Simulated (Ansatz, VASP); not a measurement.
**Two plane-wave programs on Co**

```
CELL_PARAMETERS angstrom
0.00000 1.73882 1.73882
1.73882 0.00000 1.73882
1.73882 1.73882 0.00000
ATOMIC_POSITIONS crystal
Co 0.00000 0.00000 0.00000
```

Alike in both runs: functional revPBE; k mesh 15 × 15 × 15; occupations fermi-dirac, width 0.1 eV; no spin polarisation.

Ansatz relaxed the structure, and its values are those at the end. VASP's run is a single point on that final structure, the one shown.

```csv
,VASP,Ansatz
version,VASP 6.6.1,Ansatz 0.2.0
potentials or method,"VASP PAW PBE potentials, release 64 (Co), cutoff 520 eV","plane waves (420 eV) with PAW, scalar-relativistic"
valence electrons in the cell,9,17
```

```tsv
	VASP	Ansatz	Ansatz less VASP
pressure (GPa)	-0.6	0.0	+0.57
```

VASP's potentials were made for PBE, not for revPBE. VASP's potentials hold 9 valence electrons a cell and Ansatz's 17, so a difference there can come from the potentials and not from the codes.
